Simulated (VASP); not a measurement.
A run of VASP 6.6.1 is set up as follows.

File INCAR:

```
SYSTEM = Pb
ALGO = Normal ; EDIFF = 1E-6
ENCUT = 520 ; GGA = PS
ISIF = 2 ; ISMEAR = -1
LASPH = .TRUE. ; LCHARG = .FALSE.
LREAL = .FALSE. ; LWAVE = .FALSE.
NBANDS = 21 ; NELM = 100
PREC = Accurate ; SIGMA = 0.05
```

KPOINTS

```
k-points
0
G
  9 9 5
  0 0 0
```

POSCAR

```
Pb
1.0
    3.4566435916      0.0000000000      0.0000000000
   -1.7283217958      2.9935411621      0.0000000000
    0.0000000000      0.0000000000      5.5524820910
Pb
2
Direct
    0.6666666667      0.3333333333      0.7500000000
    0.3333333333      0.6666666667      0.2500000000
```

Potentials or basis: VASP PAW PBE potentials, release 64 (Pb_d).

The run is started by

```sh
$ cat potpaw_PBE.64/Pb_d/POTCAR > POTCAR
$ mpirun -np 1 vasp_std > vasp.out
```

Predict the pressure.

2.1 GPa.

Estimate the band gap on the k mesh.

zero (band 14 reaches 13.56 eV, above the bottom of band 15 at 5.61 eV).

Stress tensor (GPa, compression positive):
```
0.66 0.00 0.00
0.00 0.66 0.00
0.00 0.00 4.88
```

Caveat: the PAW data sets were made with another functional, which shifts forces and pressure a little; spin-orbit coupling is left out, which moves the levels of the heavy elements.
